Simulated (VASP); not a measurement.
Here is a VASP 6.6.1 calculation.

The input INCAR:

```
PREC = Accurate
ENCUT = 520
EDIFF = 1E-6
ISMEAR = -1
SIGMA = 0.08
LREAL = False
LASPH = True
NELM = 80
ALGO = Normal
ISIF = 2
LWAVE = False
LCHARG = False
GGA = PS
NBANDS = 20
```

File KPOINTS:

```
regular mesh
0
Gamma
  16 16 16
```

POSCAR

```
Tl
1.0
   -2.5652922452      2.5652922452      1.3723967455
    2.5652922452     -2.5652922452      1.3723967455
    2.5652922452      2.5652922452     -1.3723967455
Tl
2
Direct
   -0.3750000000     -0.1250000000     -0.2500000000
    0.3750000000      0.1250000000      0.2500000000
```

Potentials or basis: VASP PAW PBE potentials, release 64 (Tl_d).

Command:

```sh
$ cat potpaw_PBE.64/Tl_d/POTCAR > POTCAR
$ mpirun -np 1 vasp_std > vasp.out
```

**Question.** What does it give for the pressure?

**Answer.** 67.0 GPa.

**Question.** What does it give for the band gap on the k mesh?

**Answer.** Zero (bands 13 and 14 overlap by 10.31 eV).

Caveat: the cell stands under pressure; the PAW data sets were made with another functional, which shifts forces and pressure a little; spin-orbit coupling is left out, which moves the levels of the heavy elements.
